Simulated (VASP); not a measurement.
# C in VASP: a series of runs, part 2 of 2

VASP 6.6.1.

## (3) Single point, PBE+D3(BJ) (biaxial strain +0.070, then relaxed in part)

The input, INCAR:

```
SYSTEM = C
ALGO = Normal
DIPOL = 0.5 0.5 0.500
EDIFF = 1E-6
ENCUT = 520
GGA = PE
IDIPOL = 3
ISIF = 2
ISMEAR = 0
IVDW = 12
LASPH = .True.
LCHARG = .True.
LDIPOL = .True.
LELF = .True.
LREAL = .False.
LVACPOTAV = .True.
LVHAR = .True.
LWAVE = .False.
NBANDS = 11
NELM = 80
PREC = Accurate
SIGMA = 0.1
```

The input, KPOINTS:

```
k-points
0
Gamma
  18 18 1
  0 0 0
```

The input, POSCAR:

```
C
1.0
    2.6383872921      0.0000000000      0.0000000000
   -1.3191936460      2.2849104200      0.0000000000
    0.0000000000      0.0000000000     28.0000000000
C
2
Direct
    0.3333333333      0.6666666667      0.5000000000
    0.6666666667      0.3333333333      0.5000000000
```

Potentials or basis: VASP PAW PBE potentials, release 64 (C).

The run is started by

```
> cat potpaw_PBE.64/C/POTCAR > POTCAR
> mpirun -np 1 vasp_std > vasp.out
```

OUTCAR:

```text
SYSTEM = C
   EDIFF = 1E-6
   ENCUT = 520
   GGA = PE
   ISIF = 2
   ISMEAR = 0
   IVDW = 12
   LASPH = .True.
   LREAL = .False.
   NELM = 80
   PREC = Accurate
 IVDW          = 12

 ion  position               nearest neighbor table
   1  0.333  0.667  0.500-   2 1.52   2 1.52   2 1.52
   2  0.667  0.333  0.500-   1 1.52   1 1.52   1 1.52

  LATTYP: Found a hexagonal cell.
 ALAT       =     2.6383872921
 C/A-ratio  =    10.6125435352

  Lattice vectors:

 A1 = (   2.6383872921,   0.0000000000,   0.0000000000)
 A2 = (  -1.3191936460,   2.2849104200,   0.0000000000)
 A3 = (   0.0000000000,   0.0000000000,  28.0000000000)

Analysis of symmetry for initial positions (statically):
=====================================================================
 Subroutine PRICEL returns:
 Original cell was already a primitive cell.

 Routine SETGRP: Setting up the symmetry group for a
 hexagonal supercell.

 Subroutine GETGRP returns: Found 24 space group operations
 (whereof 24 operations were pure point group operations)
 out of a pool of 24 trial point group operations.

The static configuration has the point symmetry D_6h.

Analysis of symmetry for dynamics (positions and initial velocities):
=====================================================================
 Subroutine PRICEL returns:
 Original cell was already a primitive cell.

 Routine SETGRP: Setting up the symmetry group for a
 hexagonal supercell.

 Subroutine GETGRP returns: Found 24 space group operations
 (whereof 24 operations were pure point group operations)
 out of a pool of 24 trial point group operations.

The dynamic configuration has the point symmetry D_6h.

 Subroutine INISYM returns: Found 24 space group operations
 (whereof 24 operations are pure point group operations),
 and found     1 'primitive' translations

----------------------------------------------------------------------------------------

                                     Primitive cell

  volume of cell :     168.7974

  direct lattice vectors                    reciprocal lattice vectors
     2.638387292  0.000000000  0.000000000     0.379019412  0.218826960  0.000000000
    -1.319193646  2.284910420  0.000000000     0.000000000  0.437653919  0.000000000
     0.000000000  0.000000000 28.000000000     0.000000000  0.000000000  0.035714286

  length of vectors
     2.638387292  2.638387292 28.000000000     0.437653919  0.437653919  0.035714286

  position of ions in fractional coordinates (direct lattice)
     0.333333333  0.666666667  0.500000000
     0.666666667  0.333333333  0.500000000

  ion indices of the primitive-cell ions
   primitive index   ion index
                 1           1
                 2           2

----------------------------------------------------------------------------------------

 KPOINTS: k-points

Automatic generation of k-mesh.
 Grid dimensions read from file:
 generate k-points for:   18   18    1

 Generating k-lattice:

  Cartesian coordinates                     Fractional coordinates (reciprocal lattice)
     0.021056634  0.012157053  0.000000000     0.055555556 -0.000000000  0.000000000
     0.000000000  0.024314107  0.000000000     0.000000000  0.055555556  0.000000000
     0.000000000  0.000000000  0.035714286     0.000000000  0.000000000  1.000000000

  Length of vectors
     0.024314107  0.024314107  0.035714286

  Shift w.r.t. Gamma in fractional coordinates (k-lattice)
     0.000000000  0.000000000  0.000000000
[... 43 lines left out ...]
   ISTART =      0    job   : 0-new  1-cont  2-samecut
   ICHARG =      2    charge: 1-file 2-atom 10-const
   ISPIN  =      1    spin polarized calculation?
   LNONCOLLINEAR =      F non collinear calculations
   LSORBIT =      F    spin-orbit coupling
   LASPH  =      T    aspherical Exc in radial PAW
   ENCUT  =  520.0 eV  38.22 Ry    6.18 a.u.   4.91  4.91 52.06*2*pi/ulx,y,z
   NELM   =     80;   NELMIN=  2; NELMDL= -5     # of ELM steps
   EDIFF  = 0.1E-05   stopping-criterion for ELM
   LREAL  =      F    real-space projection
   EDIFFG = 0.1E-04   stopping-criterion for IOM
   NSW    =      0    number of steps for IOM
   IBRION =     -1    ionic relax: 0-MD 1-quasi-New 2-CG
   NFREE  =      0    steps in history (QN), initial steepest desc. (CG)
   ISIF   =      2    stress and relaxation
   ISYM   =      2    0-nonsym 1-usesym 2-fastsym
   POTIM  = 0.5000    time-step for ionic-motion
   TEBEG  =    0.0;   TEEND  =   0.0 temperature during run
   PSTRESS=    0.0 pullay stress
   NELECT =       8.0000    total number of electrons
   NUPDOWN=      -1.0000    fix difference up-down
   EMIN   =  10.00;   EMAX   =-10.00  energy-range for DOS
   EFERMI =   0.00;   METHOD = LEGACY
   ISMEAR =     0;   SIGMA  =   0.10  broadening in eV -4-tet -1-fermi 0-gaus
   EFERMI_NEDOS =   21; number of points for ismear=-14 and -15
   IALGO  =     38    algorithm
   IMIX   =      4    mixing-type and parameters
     AMIX     =   0.40;   BMIX     =  1.00
     AMIX_MAG =   1.60;   BMIX_MAG =  1.00
  volume/ion in A,a.u.               =      84.40       569.55
  Fermi-wavevector in a.u.,A,eV,Ry     =   0.592447  1.119563  4.775557  0.350994
  Thomas-Fermi vector in A             =   1.641265
   LORBIT       =      0    0 simple, 1 ext, 2 COOP (PROOUT), +10 PAW based schemes
   GGA     = PE    functional components
   LHFCALC =     F    Hartree Fock is set to
   AEXX    =    0.0000 exact exchange contribution
   IVDW    =    12    specifies the selected vdW correction
   LEPSILON=     F    determine dielectric tensor
   LRPA    =     F    only Hartree local field effects (RPA)
 non-spin polarized calculation
 Gauss-broadening in eV      SIGMA  =   0.10
  energy-cutoff  :      520.00
  volume of cell :      168.80
 maximum number of plane-waves:      4641
 NGX is ok and might be reduce to    20
   NGX =  9   NGY =  9   NGZ =105

 dipolmoment           0.000000      0.000000      0.000000 electrons x Angstroem

 number of electron       7.9999999 magnetization

 dipolmoment           0.000000      0.000000     -0.000000 electrons x Angstroem

 Free energy of the ion-electron system (eV)
  ---------------------------------------------------
  ext. energy  EPLUGINS =         0.00000000
  ---------------------------------------------------
  free energy    TOTEN  =       -17.90527991 eV

  energy without entropy =      -17.90458338  energy(sigma->0) =      -17.90493165

 E-fermi :  -3.7783     XC(G=0):  -1.5141

 val. band max:       -3.7782817870   @ k =   0.3333   0.3333   0.0000
 cond. band min:      -3.7782817828   @ k =   0.3333   0.3333   0.0000
 fundamental gap:      0.0000000042
 Fermi energy:        -3.7782817846

 k-point     1 :       0.0000    0.0000    0.0000
  band No.  band energies     occupation
      1     -21.7304      2.00000
      2     -10.1212      2.00000
      3      -6.8454      2.00000
      4      -6.8454      2.00000
      5       0.0578      0.00000
      6       0.7835      0.00000
      7       1.0356      0.00000
      8       1.4206      0.00000
      9       1.6749      0.00000
     10       2.4296      0.00000
     11       2.7890      0.00000
[... 309 lines left out ...]
 k-point    24 :       0.3889    0.1111    0.0000
  band No.  band energies     occupation
      1     -17.6816      2.00000
      2     -15.0734      2.00000
      3     -10.3669      2.00000
      4      -5.8868      2.00000
      5      -1.8977      0.00000
      6       2.8790      0.00000
      7       5.7919      0.00000
      8       6.4760      0.00000
      9       6.9867      0.00000
     10       7.2881      0.00000
     11       7.5877      0.00000

 [... further k-points ...]

------------------------ aborting loop because EDIFF is reached ----------------------------------------

 vacuum level on the upper side and lower side of the slab       (xc-potential included)        -0.119        -0.119

 Edisp (eV)   -0.16157

 E8    (eV) :    -0.0508

  FORCE on cell =-STRESS in cart. coord.  units (eV):
  Direction    XX          YY          ZZ          XY          YZ          ZX
  --------------------------------------------------------------------------------------
  -------------------------------------------------------------------------------------
  Total      -7.88745    -7.88745    -0.00900    -0.00000     0.00000     0.00000
  in kB     -74.86548   -74.86548    -0.08547    -0.00000     0.00000     0.00000
  external pressure =      -49.94 kB  Pullay stress =        0.00 kB

 VOLUME and BASIS-vectors are now :
 -----------------------------------------------------------------------------
  energy-cutoff  :      520.00
  volume of cell :      168.80
      direct lattice vectors                 reciprocal lattice vectors
     2.638387292  0.000000000  0.000000000     0.379019412  0.218826960  0.000000000
    -1.319193646  2.284910420  0.000000000     0.000000000  0.437653919  0.000000000
     0.000000000  0.000000000 28.000000000     0.000000000  0.000000000  0.035714286

 POSITION                                       TOTAL-FORCE (eV/Angst)
 -----------------------------------------------------------------------------------
     -0.00000      1.52327     14.00000        -0.000000      0.000000      0.000000
      1.31919      0.76164     14.00000         0.000000      0.000000      0.000000
 -----------------------------------------------------------------------------------
    total drift:                               -0.000000      0.000000     -0.000000

  FREE ENERGIE OF THE ION-ELECTRON SYSTEM (eV)
  ---------------------------------------------------
  free  energy   TOTEN  =       -18.0668475218 eV

  energy  without entropy=      -18.0661509915  energy(sigma->0) =      -18.06649926

 vacuum level on the upper side and lower side of the slab         0.997         0.997
```

OSZICAR:

```text
N       E                     dE             d eps       ncg     rms          rms(c)
DAV:   1     0.573854208635E+02    0.57385E+02   -0.28521E+03   830   0.490E+02
DAV:   2    -0.124131872050E+02   -0.69799E+02   -0.57586E+02  1257   0.997E+01
DAV:   3    -0.184858458659E+02   -0.60727E+01   -0.60659E+01  1223   0.414E+01
[... 11 lines left out ...]
DAV:  15    -0.179052586908E+02   -0.86618E-04   -0.97873E-06   978   0.844E-03    0.160E-03
DAV:  16    -0.179052621167E+02   -0.34259E-05   -0.14556E-07  1168   0.185E-03    0.719E-04
DAV:  17    -0.179052754677E+02   -0.13351E-04   -0.29765E-07   920   0.172E-03    0.265E-04
DAV:  18    -0.179052779625E+02   -0.24948E-05   -0.75979E-09  1030   0.447E-04    0.145E-04
DAV:  19    -0.179052795079E+02   -0.15455E-05   -0.18019E-08   869   0.399E-04    0.468E-05
DAV:  20    -0.179052799113E+02   -0.40338E-06   -0.18322E-09   966   0.133E-04
   1 F= -.18066848E+02 E0= -.18066499E+02  d E =-.696530E-03
```

stdout:

```text
POSCAR found type information on POSCAR C
 POSCAR found :  1 types and       2 ions
 scaLAPACK will be used
 LDA part: xc-table for (Slater+PW92), standard interpolation
 POSCAR, INCAR and KPOINTS ok, starting setup
 FFT: planning ... GRIDC
 FFT: planning ... GRID_SOFT
 FFT: planning ... GRID
 WAVECAR not read
 entering main loop
```

Wall time 2.8 min (1 thread of Intel Xeon 8259CL, shared host); peak memory 0.29 GiB.

What came out:

| Property | Result |
| --- | --- |
| Free energy | -18.0668 eV |
| Band gap on the k mesh | zero (filled and empty bands touch) |
| Dispersion energy per atom | -0.081 eV |
| Work function of the upper face | 4.78 eV |
| Work function of the lower face | 4.78 eV |

Caveat: the cell differs from its parent crystal (biaxial strain +0.070, then relaxed in part).

## (4) Relaxation of the atoms, PBE+D3(BJ) (biaxial strain -0.040)

The input, INCAR:

```
SYSTEM = C
ALGO = Normal
DIPOL = 0.5 0.5 0.500
EDIFF = 1E-6
EDIFFG = -0.01
ENCUT = 520
GGA = PE
IBRION = 2
IDIPOL = 3
ISIF = 2
ISMEAR = 0
IVDW = 12
LASPH = .True.
LCHARG = .False.
LDIPOL = .True.
LREAL = .False.
LWAVE = .False.
NELM = 80
NSW = 60
PREC = Accurate
SIGMA = 0.1
```

KPOINTS is that of step 3.

The input, POSCAR:

```
C
1.0
    2.3671512153      0.0000000000      0.0000000000
   -1.1835756076      2.0500130871      0.0000000000
    0.0000000000      0.0000000000     28.0000000000
C
2
Direct
    0.3333333333      0.6666666667      0.5000000000
    0.6666666667      0.3333333333      0.5000000000
```

The run is started by

```
> cat potpaw_PBE.64/C/POTCAR > POTCAR
> mpirun -np 1 vasp_std > vasp.out
```

Run time: 1.8 min. Hardware: 1 thread of Intel Xeon 8259CL, shared host; peak memory 0.26 GiB.

The run converged. Its results:

```
Free energy                : -18.3681 eV
Band gap on the k mesh     : zero (filled and empty bands touch)
Dispersion energy per atom : -0.085 eV
```

Final structure:
```
CELL_PARAMETERS angstrom
2.36715 0.00000 0.00000
-1.18358 2.05001 0.00000
0.00000 0.00000 28.00000
ATOMIC_POSITIONS crystal
C 0.33333 0.66667 0.50000
C 0.66667 0.33333 0.50000
```

Levels at points of the mesh, in eV from the Fermi level:
| k point | band 1 | band 2 | band 3 | band 4 | band 5 | band 6 | band 7 | band 8 |
| --- | --- | --- | --- | --- | --- | --- | --- | --- |
| (0.00, 0.00, 0.00) | -20.53 | -8.48 | -2.98 | -2.98 | 2.87 | 3.66 | 3.90 | 4.28 |
| (0.50, 0.00, 0.00) | -14.70 | -14.05 | -6.76 | -2.61 | 1.72 | 8.61 | 11.41 | 11.55 |

Caveat: the cell differs from its parent crystal (biaxial strain -0.040); the relaxation stopped at its first step, so nothing moved.

## (5) Relaxation of the atoms, PBE+D3(BJ) (biaxial strain +0.040)

The input, INCAR:

```
PREC     = Accurate       # precision mode
ENCUT    = 520            # plane-wave cutoff, eV
EDIFF    = 1E-6           # SCF threshold, eV
ISMEAR   = 0              # smearing method
SIGMA    = 0.1            # smearing width, eV
LREAL    = F              # projectors in reciprocal space
LASPH    = T              # aspherical terms in the spheres
NELM     = 60             # most SCF steps
ALGO     = Normal         # electronic algorithm
ISIF     = 2              # what is computed and relaxed
LWAVE    = F              # write WAVECAR
LCHARG   = F              # write CHGCAR
LDIPOL   = T            
IDIPOL   = 3            
DIPOL    = 0.5 0.5 0.500
GGA      = PE             # functional
IVDW     = 12             # dispersion correction
IBRION   = 2              # ionic algorithm
NSW      = 60             # ionic steps
EDIFFG   = -0.01          # ionic threshold
```

The input, KPOINTS:

```
regular mesh
0
Gamma
  18 18 1
```

The input, POSCAR:

```
C
1.0
    2.5644138166      0.0000000000      0.0000000000
   -1.2822069083      2.2208475110      0.0000000000
    0.0000000000      0.0000000000     28.0000000000
C
2
Direct
    0.3333333333      0.6666666667      0.5000000000
    0.6666666667      0.3333333333      0.5000000000
```

The run is started by

```
> cat potpaw_PBE.64/C/POTCAR > POTCAR
> mpirun -np 1 vasp_std > vasp.out
```

It took 55 s on 1 thread of Intel Xeon 6975P-C (Granite Rapids), shared host; peak memory 0.28 GiB.

Results (log left out):

```yaml
Free_energy: -18.4322 eV
Band_gap_on_the_k_mesh: zero (filled and empty bands touch)
Dispersion_energy_per_atom: -0.085 eV
```

Final structure:
```xyz
2
Lattice="2.5644 0.0000 0.0000 -1.2822 2.2208 0.0000 0.0000 0.0000 28.0000" Properties=species:S:1:pos:R:3 pbc="T T T"
C     0.0000    1.4806   14.0000
C     1.2822    0.7403   14.0000
```

Levels at points of the mesh, in eV from the Fermi level:
| k point | band 1 | band 2 | band 3 | band 4 | band 5 | band 6 | band 7 | band 8 |
| --- | --- | --- | --- | --- | --- | --- | --- | --- |
| (0.00, 0.00, 0.00) | -18.60 | -6.86 | -3.07 | -3.07 | 3.61 | 4.35 | 4.60 | 4.99 |
| (0.50, 0.00, 0.00) | -13.87 | -12.52 | -6.09 | -2.14 | 1.62 | 6.26 | 10.84 | 11.00 |

Caveat: the cell differs from its parent crystal (biaxial strain +0.040); the relaxation stopped at its first step, so nothing moved.

## (6) Relaxation of the atoms, PBE+D3(BJ) (biaxial strain +0.070)

The input, INCAR:

```
PREC = Accurate ; ENCUT = 520
EDIFF = 1E-7 ; ISMEAR = 0
SIGMA = 0.1 ; LREAL = F
LASPH = T ; NELM = 60
ALGO = Normal ; ISIF = 2
LWAVE = F ; LCHARG = F
LDIPOL = T ; IDIPOL = 3
DIPOL = 0.5 0.5 0.500 ; GGA = PE
IVDW = 12 ; IBRION = 2
NSW = 60 ; EDIFFG = -0.01
```

KPOINTS is that of step 5.

The input, POSCAR:

```
C
1.0
    2.6383872921      0.0000000000      0.0000000000
   -1.3191936460      2.2849104200      0.0000000000
    0.0000000000      0.0000000000     28.0000000000
C
2
Direct
    0.3333333333      0.6666666667      0.5000000000
    0.6666666667      0.3333333333      0.5000000000
```

Potentials or basis: VASP PAW PBE potentials, release 64 (C).

The run is started by

```
> cat potpaw_PBE.64/C/POTCAR > POTCAR
> mpirun -np 1 vasp_std > vasp.out
```

Wall time 52 s (1 thread of Intel Xeon 6975P-C (Granite Rapids), shared host); peak memory 0.28 GiB.

It converged, with:

```yaml
Free_energy: -18.0668 eV
Band_gap_on_the_k_mesh: zero (filled and empty bands touch)
Dispersion_energy_per_atom: -0.081 eV
```

Final structure:
```
CELL_PARAMETERS angstrom
2.63839 0.00000 0.00000
-1.31919 2.28491 0.00000
0.00000 0.00000 28.00000
ATOMIC_POSITIONS crystal
C 0.33333 0.66667 0.50000
C 0.66667 0.33333 0.50000
```

Levels at points of the mesh, in eV from the Fermi level:
| k point | band 2 | band 3 | band 4 | band 5 | band 6 | band 7 |
| --- | --- | --- | --- | --- | --- | --- |
| (0.00, 0.00, 0.00) | -6.34 | -3.07 | -3.07 | 3.84 | 4.56 | 4.82 |
| (0.50, 0.00, 0.00) | -12.03 | -5.85 | -1.99 | 1.56 | 5.50 | 10.65 |

Caveat: the cell differs from its parent crystal (biaxial strain +0.070); the relaxation stopped at its first step, so nothing moved.

## (7) Overview

| task | cell | gap on the mesh (eV) |
| --- | --- | --- |
| single point | a = 2.564, b = 2.564, c = 28.000 Å, angles 90.0, 90.0, 120.0°, 2 atoms | none |
| single point | a = 2.638, b = 2.638, c = 28.000 Å, angles 90.0, 90.0, 120.0°, 2 atoms | none |
| relaxation of the atoms | atoms relaxed from a = 2.367, b = 2.367, c = 28.000 Å, angles 90.0, 90.0, 120.0°, 2 atoms | none |
| relaxation of the atoms | atoms relaxed from a = 2.564, b = 2.564, c = 28.000 Å, angles 90.0, 90.0, 120.0°, 2 atoms | none |
| relaxation of the atoms | atoms relaxed from a = 2.638, b = 2.638, c = 28.000 Å, angles 90.0, 90.0, 120.0°, 2 atoms | none |

Alike in all rows: level PBE+D3(BJ); potentials or basis VASP PAW PBE potentials, release 64 (C); no spin polarisation; k mesh 18 × 18 × 1; cutoff (eV) 520; smearing gaussian 0.1 eV.

Caveats: the relaxation stopped at its first step, so nothing moved (at least some runs).

Total energies depend on the potentials used, so only differences within one code and one set of settings carry meaning.
